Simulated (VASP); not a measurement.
# Au in VASP: a series of runs

The runs below take Au through single point, with PBE.

Program: VASP 6.6.1. These are calculated values, not measurements. Logs are shortened: lines on timing, memory, paths and dates and some standing lists are left out, and cuts for length are marked.

### Step 1. The cell of the first run

It takes space group C2/m (No. 12, monoclinic). The conventional cell has a = 5.036 Å, b = 2.908 Å, c = 2.998 Å, α = 90.00°, β = 126.01°, γ = 90.00°. Within 3.8 Å of Au (site symmetry 2/m) lie 12 Au at 2.91 to 3.00 Å.

### Step 2. Single point, PBE

INCAR

```
SYSTEM = Au
ALGO     = Fast           ! electronic algorithm
EDIFF    = 1E-6           ! SCF threshold, eV
ENCUT    = 520            ! plane-wave cutoff, eV
GGA      = PE             ! functional
ISIF     = 2              ! what is computed and relaxed
ISMEAR   = 0              ! smearing method
ISYM     = 0            
LASPH    = .TRUE.         ! aspherical terms in the spheres
LCHARG   = .TRUE.         ! write CHGCAR
LELF     = .TRUE.         ! ELF
LREAL    = .FALSE.        ! projectors in reciprocal space
LVHAR    = .TRUE.       
LWAVE    = .FALSE.        ! write WAVECAR
NBANDS   = 12             ! bands
NELM     = 60             ! most SCF steps
PREC     = Accurate       ! precision mode
SIGMA    = 0.1            ! smearing width, eV
```

KPOINTS

```
k-points
0
G
  12 12 14
  0 0 0
```

POSCAR

```
Au
1.0
    2.9073219156     -0.0001881865      0.0435355770
   -1.4538239322      2.5180969158      0.0000000000
    1.4900348082      0.8602719976      2.4556743866
Au
1
Direct
    0.0000000000      0.0000000000      0.0000000000
```

Potentials or basis: VASP PAW PBE potentials, release 64 (Au).

Launch:

```sh
> cat potpaw_PBE.64/Au/POTCAR > POTCAR
> mpirun -np 1 vasp_std > vasp.out
```

OUTCAR:

```text
SYSTEM = Au
   EDIFF = 1E-6
   ENCUT = 520
   GGA = PE
   ISIF = 2
   ISMEAR = 0
   ISYM = 0
   LASPH = .TRUE.
   LREAL = .FALSE.
   NELM = 60
   PREC = Accurate

 ion  position               nearest neighbor table
   1  0.000  0.000  0.000-

IMPORTANT INFORMATION: All symmetrisations will be switched off!
NOSYMM: (Re-)initialisation of all symmetry stuff for point group C_1.

----------------------------------------------------------------------------------------

                                     Primitive cell

  volume of cell :      17.7593

  direct lattice vectors                    reciprocal lattice vectors
     2.907321916 -0.000188186  0.043535577     0.348190421  0.201027834 -0.281696331
    -1.453823932  2.518096916  0.000000000     0.002134910  0.398357894 -0.140848165
     1.490034808  0.860271998  2.455674387    -0.006172916 -0.003563935  0.412214184

  length of vectors
     2.907647864  2.907647864  2.998434314     0.490919120  0.422530206  0.412275805

  position of ions in fractional coordinates (direct lattice)
     0.000000000  0.000000000  0.000000000

  ion indices of the primitive-cell ions
   primitive index   ion index
                 1           1

----------------------------------------------------------------------------------------

 KPOINTS: k-points

Automatic generation of k-mesh.
 Grid dimensions read from file:
 generate k-points for:   12   12   14

 Generating k-lattice:

  Cartesian coordinates                     Fractional coordinates (reciprocal lattice)
     0.029015868  0.016752319 -0.023474694     0.083333333 -0.000000000  0.000000000
     0.000177909  0.033196491 -0.011737347     0.000000000  0.083333333  0.000000000
    -0.000440923 -0.000254567  0.029443870     0.000000000  0.000000000  0.071428571

  Length of vectors
     0.040909927  0.035210851  0.029448272

  Shift w.r.t. Gamma in fractional coordinates (k-lattice)
     0.000000000  0.000000000  0.000000000

 Subroutine IBZKPT returns following result:
 ===========================================

 Found   1012 irreducible k-points:

 Following reciprocal coordinates:
            Coordinates               Weight
  0.000000  0.000000  0.000000      1.000000
  0.083333  0.000000  0.000000      2.000000
  0.166667  0.000000 -0.000000      2.000000
  0.250000  0.000000  0.000000      2.000000
  0.333333  0.000000 -0.000000      2.000000
  0.416667  0.000000  0.000000      2.000000
[... 16 lines left out ...]
 -0.250000  0.166667 -0.000000      2.000000
  0.166667  0.166667 -0.000000      2.000000
 [... further k-points ...]
   k-points           NKPTS =   1012   k-points in BZ     NKDIM =   1012   number of bands    NBANDS=     12
   number of dos      NEDOS =    301   number of ions     NIONS =      1
   total plane-waves  NPLWV =  13824
   dimension x,y,z NGX =    24 NGY =   24 NGZ =   24
   dimension x,y,z NGXF=    48 NGYF=   48 NGZF=   48
   ions per type =               1
   NGX,Y,Z   is equivalent  to a cutoff of  13.72, 13.72, 13.31 a.u.
   NGXF,Y,Z  is equivalent  to a cutoff of  27.44, 27.44, 26.61 a.u.
 SYSTEM =  Au
   PREC   = accura    normal or accurate (medium, high low for compatibility)
   ISTART =      0    job   : 0-new  1-cont  2-samecut
   ICHARG =      2    charge: 1-file 2-atom 10-const
   ISPIN  =      1    spin polarized calculation?
   LNONCOLLINEAR =      F non collinear calculations
   LSORBIT =      F    spin-orbit coupling
   LASPH  =      T    aspherical Exc in radial PAW
   ENCUT  =  520.0 eV  38.22 Ry    6.18 a.u.   5.41  5.41  5.58*2*pi/ulx,y,z
   NELM   =     60;   NELMIN=  2; NELMDL= -5     # of ELM steps
   EDIFF  = 0.1E-05   stopping-criterion for ELM
   LREAL  =      F    real-space projection
   EDIFFG = 0.1E-04   stopping-criterion for IOM
   NSW    =      0    number of steps for IOM
   IBRION =     -1    ionic relax: 0-MD 1-quasi-New 2-CG
   NFREE  =      0    steps in history (QN), initial steepest desc. (CG)
   ISIF   =      2    stress and relaxation
   ISYM   =      0    0-nonsym 1-usesym 2-fastsym
   POTIM  = 0.5000    time-step for ionic-motion
   TEBEG  =    0.0;   TEEND  =   0.0 temperature during run
   PSTRESS=    0.0 pullay stress
   NELECT =      11.0000    total number of electrons
   NUPDOWN=      -1.0000    fix difference up-down
   EMIN   =  10.00;   EMAX   =-10.00  energy-range for DOS
   EFERMI =   0.00;   METHOD = LEGACY
   ISMEAR =     0;   SIGMA  =   0.10  broadening in eV -4-tet -1-fermi 0-gaus
   EFERMI_NEDOS =   21; number of points for ismear=-14 and -15
   IALGO  =     68    algorithm
   IMIX   =      4    mixing-type and parameters
     AMIX     =   0.40;   BMIX     =  1.00
     AMIX_MAG =   1.60;   BMIX_MAG =  1.00
  volume/ion in A,a.u.               =      17.76       119.85
  Fermi-wavevector in a.u.,A,eV,Ry     =   1.395501  2.637115 26.496312  1.947424
  Thomas-Fermi vector in A             =   2.518947
   LORBIT       =      0    0 simple, 1 ext, 2 COOP (PROOUT), +10 PAW based schemes
   GGA     = PE    functional components
   LHFCALC =     F    Hartree Fock is set to
   AEXX    =    0.0000 exact exchange contribution
   IVDW    =     0    specifies the selected vdW correction
   LEPSILON=     F    determine dielectric tensor
   LRPA    =     F    only Hartree local field effects (RPA)
 non-spin polarized calculation
 RMM-DIIS sequential band-by-band and
 Gauss-broadening in eV      SIGMA  =   0.10
  energy-cutoff  :      520.00
  volume of cell :       17.76
 maximum number of plane-waves:       500
 NGX is ok and might be reduce to    24
   NGX = 11   NGY = 11   NGZ = 11

 number of electron      11.0000000 magnetization

 Free energy of the ion-electron system (eV)
  ---------------------------------------------------
  ext. energy  EPLUGINS =         0.00000000
  ---------------------------------------------------
  free energy    TOTEN  =        -3.21450568 eV

  energy without entropy =       -3.21270289  energy(sigma->0) =       -3.21360428

 E-fermi :   8.7865     XC(G=0): -12.4713

 val. band max:        8.7823477450   @ k =   0.5000   0.3333  -0.0714
 cond. band min:       8.7893913486   @ k =   0.2500   0.5000  -0.1429
 fundamental gap:      0.0070436036
 Fermi energy:         8.7865244248

 k-point     1 :       0.0000    0.0000    0.0000
  band No.  band energies     occupation
      1      -0.6270      2.00000
      2       4.1213      2.00000
      3       4.3845      2.00000
      4       4.4403      2.00000
      5       5.6235      2.00000
      6       5.8448      2.00000
      7      23.3537      0.00000
      8      26.5122      0.00000
      9      27.4384      0.00000
     10      27.5015      0.00000
     11      31.8998      0.00000
     12      35.7025      0.00000

 k-point     2 :       0.0833    0.0000    0.0000
  band No.  band energies     occupation
      1      -0.3063      2.00000
      2       4.2350      2.00000
      3       4.3064      2.00000
      4       4.5161      2.00000
      5       5.6808      2.00000
      6       5.6958      2.00000
      7      23.6894      0.00000
      8      26.1788      0.00000
      9      26.4072      0.00000
     10      27.2785      0.00000
     11      33.5921      0.00000
     12      33.8610      0.00000

 k-point     3 :       0.1667    0.0000   -0.0000
  band No.  band energies     occupation
      1       0.6003      2.00000
      2       3.8566      2.00000
      3       4.6819      2.00000
      4       4.9015      2.00000
      5       5.2854      2.00000
      6       5.8976      2.00000
      7      24.4521      0.00000
      8      24.9908      0.00000
      9      25.1841      0.00000
     10      25.9988      0.00000
     11      30.6291      0.00000
     12      32.7198      0.00000

 k-point     4 :       0.2500    0.0000    0.0000
  band No.  band energies     occupation
      1       1.7908      2.00000
      2       3.3368      2.00000
      3       5.0715      2.00000
      4       5.3331      2.00000
      5       5.5027      2.00000
      6       6.1841      2.00000
      7      22.6622      0.00000
      8      23.6609      0.00000
      9      24.4608      0.00000
     10      25.5018      0.00000
     11      26.0936      0.00000
     12      33.8421      0.00000

 k-point     5 :       0.3333    0.0000   -0.0000
  band No.  band energies     occupation
      1       2.3489      2.00000
      2       2.8614      2.00000
      3       6.0920      2.00000
      4       6.1252      2.00000
      5       6.2245      2.00000
      6       6.4851      2.00000
      7      20.3087      0.00000
      8      21.0658      0.00000
      9      21.3087      0.00000
     10      24.6230      0.00000
     11      26.9289      0.00000
     12      36.2501      0.00000

 k-point     6 :       0.4167    0.0000    0.0000
  band No.  band energies     occupation
      1       2.2221      2.00000
      2       2.5293      2.00000
      3       6.7104      2.00000
      4       6.8492      2.00000
      5       6.8746      2.00000
      6       8.4072      2.00000
      7      16.9642      0.00000
      8      18.5552      0.00000
      9      19.5912      0.00000
     10      25.0214      0.00000
     11      27.6361      0.00000
     12      36.0786      0.00000

 k-point     7 :       0.5000    0.0000    0.0000
  band No.  band energies     occupation
      1       2.1196      2.00000
      2       2.4100      2.00000
      3       6.7978      2.00000
      4       7.1460      2.00000
      5       7.1614      2.00000
      6      10.2145      0.00000
      7      14.6111      0.00000
      8      17.8850      0.00000
      9      18.9496      0.00000
     10      25.2289      0.00000
     11      27.8865      0.00000
     12      35.6502      0.00000

 k-point     8 :       0.0000    0.0833    0.0000
  band No.  band energies     occupation
      1      -0.3882      2.00000
      2       4.2001      2.00000
      3       4.3208      2.00000
      4       4.5196      2.00000
      5       5.5890      2.00000
      6       5.7960      2.00000
      7      23.6322      0.00000
      8      25.9696      0.00000
      9      26.7954      0.00000
     10      27.7021      0.00000
     11      32.5775      0.00000
     12      34.4584      0.00000
[... 166 lines left out ...]
 k-point    20 :       0.0000    0.1667   -0.0000
  band No.  band energies     occupation
      1       0.2819      2.00000
      2       4.1706      2.00000
      3       4.3594      2.00000
      4       4.7257      2.00000
      5       5.5754      2.00000
      6       5.7282      2.00000
      7      23.1314      0.00000
      8      24.3354      0.00000
      9      27.4395      0.00000
     10      28.2747      0.00000
     11      30.7574      0.00000
     12      32.3461      0.00000

 k-point    21 :      -0.1667    0.1667   -0.0000
  band No.  band energies     occupation
      1       0.2819      2.00000
      2       4.1706      2.00000
      3       4.3594      2.00000
      4       4.7257      2.00000
      5       5.5754      2.00000
      6       5.7282      2.00000
      7      23.1314      0.00000
      8      24.3354      0.00000
      9      27.4395      0.00000
     10      28.2747      0.00000
     11      30.7574      0.00000
     12      32.3461      0.00000

 k-point    22 :       0.0833    0.1667   -0.0000
  band No.  band energies     occupation
      1       1.0794      2.00000
      2       3.9748      2.00000
      3       4.5331      2.00000
      4       4.8067      2.00000
      5       5.6295      2.00000
      6       5.9742      2.00000
      7      21.1928      0.00000
      8      24.3961      0.00000
      9      25.7780      0.00000
     10      28.8103      0.00000
     11      30.0140      0.00000
     12      31.7978      0.00000

 k-point    23 :      -0.2500    0.1667   -0.0000
  band No.  band energies     occupation
      1       1.0794      2.00000
      2       3.9748      2.00000
      3       4.5331      2.00000
      4       4.8067      2.00000
      5       5.6295      2.00000
      6       5.9742      2.00000
      7      21.1928      0.00000
      8      24.3961      0.00000
      9      25.7780      0.00000
     10      28.8103      0.00000
     11      30.0140      0.00000
     12      31.7978      0.00000

 k-point    24 :       0.1667    0.1667   -0.0000
  band No.  band energies     occupation
      1       2.1230      2.00000
      2       3.6040      2.00000
      3       4.5686      2.00000
      4       4.9066      2.00000
      5       6.3462      2.00000
      6       6.4512      2.00000
      7      19.2726      0.00000
      8      23.3140      0.00000
      9      24.4116      0.00000
     10      25.9248      0.00000
     11      30.1687      0.00000
     12      32.8573      0.00000

 [... further k-points ...]
[... 5 lines left out ...]
  --------------------------------------------------------------------------------------
  -------------------------------------------------------------------------------------
  Total        0.2617220      0.2702572     -0.0209591     -0.0073931      0.0024986      0.0043276
  in kB       23.6115420     24.3815606     -1.8908522     -0.6669745      0.2254149      0.3904179
  external PRESSURE =      15.3674168 kB  Pullay stress =       0.0000000 kB

 VOLUME and BASIS-vectors are now :
 -----------------------------------------------------------------------------
  energy-cutoff  :      520.00
  volume of cell :       17.76
      direct lattice vectors                 reciprocal lattice vectors
     2.907321916 -0.000188186  0.043535577     0.348190421  0.201027834 -0.281696331
    -1.453823932  2.518096916  0.000000000     0.002134910  0.398357894 -0.140848165
     1.490034808  0.860271998  2.455674387    -0.006172916 -0.003563935  0.412214184

 POSITION                                       TOTAL-FORCE (eV/Angst)
 -----------------------------------------------------------------------------------
      0.00000      0.00000      0.00000        -0.000000      0.000000     -0.000000
 -----------------------------------------------------------------------------------
    total drift:                               -0.000000      0.000000     -0.000000

  FREE ENERGIE OF THE ION-ELECTRON SYSTEM (eV)
  ---------------------------------------------------
  free  energy   TOTEN  =        -3.2145056789 eV

  energy  without entropy=       -3.2127028879  energy(sigma->0) =       -3.21360428
```

Wall time 1.9 min (1 thread of Intel Xeon Platinum 8259CL at 2.50GHz (Skylake/Cascade Lake), shared host); peak memory 0.32 GiB.

Results:

```
Free energy            : -3.2145 eV
Pressure               : 1.5 GPa
Band gap on the k mesh : zero (an odd number of electrons rules out a gap without spin polarisation)
```

Caveat: spin-orbit coupling is left out, which moves the levels of the heavy elements.

### Step 3. Single point, PBE

This run uses another cell than the first one, of 17.81 Å³/atom.

INCAR

```
PREC = Accurate
ENCUT = 520
EDIFF = 1E-6
ISMEAR = 0
SIGMA = 0.1
LREAL = False
LASPH = True
NELM = 100
ALGO = Fast
ISIF = 2
LWAVE = False
LCHARG = False
GGA = PE
NBANDS = 12
ISYM = 0
```

KPOINTS

```
regular mesh
0
Gamma
  12 12 14
```

POSCAR

```
Au
1.0
    2.9076478643      0.0000000000      0.0000000000
   -1.4538239322      2.5180969158      0.0000000000
    1.4538239322      0.8393656386      2.4329597310
Au
1
Direct
    0.0000000000      0.0000000000      0.0000000000
```

Potentials or basis: VASP PAW PBE potentials, release 64 (Au).

Launch:

```sh
> cat potpaw_PBE.64/Au/POTCAR > POTCAR
> mpirun -np 1 vasp_std > vasp.out
```

OUTCAR:

```text
PREC = Accurate
   ENCUT = 520
   EDIFF = 1E-6
   ISMEAR = 0
   LREAL = False
   LASPH = True
   NELM = 100
   ISIF = 2
   GGA = PE
   ISYM = 0

 ion  position               nearest neighbor table
   1  0.000  0.000  0.000-

IMPORTANT INFORMATION: All symmetrisations will be switched off!
NOSYMM: (Re-)initialisation of all symmetry stuff for point group C_1.

----------------------------------------------------------------------------------------

                                     Primitive cell

  volume of cell :      17.8135

  direct lattice vectors                    reciprocal lattice vectors
     2.907647864  0.000000000  0.000000000     0.343920601  0.198562651 -0.274014674
    -1.453823932  2.518096916  0.000000000     0.000000000  0.397125303 -0.137007337
     1.453823932  0.839365639  2.432959731     0.000000000  0.000000000  0.411022010

  length of vectors
     2.907647864  2.907647864  2.955914707     0.482485800  0.420094652  0.411022010

  position of ions in fractional coordinates (direct lattice)
     0.000000000  0.000000000  0.000000000

  ion indices of the primitive-cell ions
   primitive index   ion index
                 1           1

[... 159 lines left out ...]
      8      26.5696      0.00000
      9      27.3400      0.00000
     10      27.3427      0.00000
     11      31.8186      0.00000
     12      35.5698      0.00000
[... 331 lines left out ...]
 k-point    24 :       0.3333    0.1667    0.0000
  band No.  band energies     occupation
      1       2.5143      2.00000
      2       2.8712      2.00000
      3       5.4639      2.00000
      4       6.0293      2.00000
      5       6.9243      2.00000
      6       9.8695      0.00000
      7      15.2536      0.00000
      8      18.2752      0.00000
      9      20.0506      0.00000
     10      25.8310      0.00000
     11      29.9467      0.00000
     12      34.9678      0.00000

 [... further k-points ...]

------------------------ aborting loop because EDIFF is reached ----------------------------------------

  FORCE on cell =-STRESS in cart. coord.  units (eV):
  Direction    XX          YY          ZZ          XY          YZ          ZX
  --------------------------------------------------------------------------------------
  -------------------------------------------------------------------------------------
  Total        0.2237726      0.2110342     -0.0709788      0.0110329      0.0224866      0.0389494
  in kB       20.1265040     18.9807915     -6.3839591      0.9923222      2.0224810      3.5031809
  external PRESSURE =      10.9077788 kB  Pullay stress =       0.0000000 kB

 VOLUME and BASIS-vectors are now :
 -----------------------------------------------------------------------------
  energy-cutoff  :      520.00
  volume of cell :       17.81
      direct lattice vectors                 reciprocal lattice vectors
     2.907647864  0.000000000  0.000000000     0.343920601  0.198562651 -0.274014674
    -1.453823932  2.518096916  0.000000000     0.000000000  0.397125303 -0.137007337
     1.453823932  0.839365639  2.432959731     0.000000000  0.000000000  0.411022010

 POSITION                                       TOTAL-FORCE (eV/Angst)
 -----------------------------------------------------------------------------------
      0.00000      0.00000      0.00000        -0.000001      0.000000     -0.000001
 -----------------------------------------------------------------------------------
    total drift:                               -0.000001      0.000000     -0.000001

  FREE ENERGIE OF THE ION-ELECTRON SYSTEM (eV)
  ---------------------------------------------------
  free  energy   TOTEN  =        -3.2135128376 eV

  energy  without entropy=       -3.2113498210  energy(sigma->0) =       -3.21243133
```

Wall time 1.9 min (1 thread of Intel Xeon Platinum 8259CL at 2.50GHz (Skylake/Cascade Lake), shared host); peak memory 0.32 GiB.

What came out:

```
Free energy            : -3.2135 eV
Pressure               : 1.1 GPa
Band gap on the k mesh : zero (an odd number of electrons rules out a gap without spin polarisation)
```

Stress tensor (GPa, compression positive):
```
 2.01  0.10  0.35
 0.10  1.90  0.20
 0.35  0.20 -0.64
```

Caveat: spin-orbit coupling is left out, which moves the levels of the heavy elements.
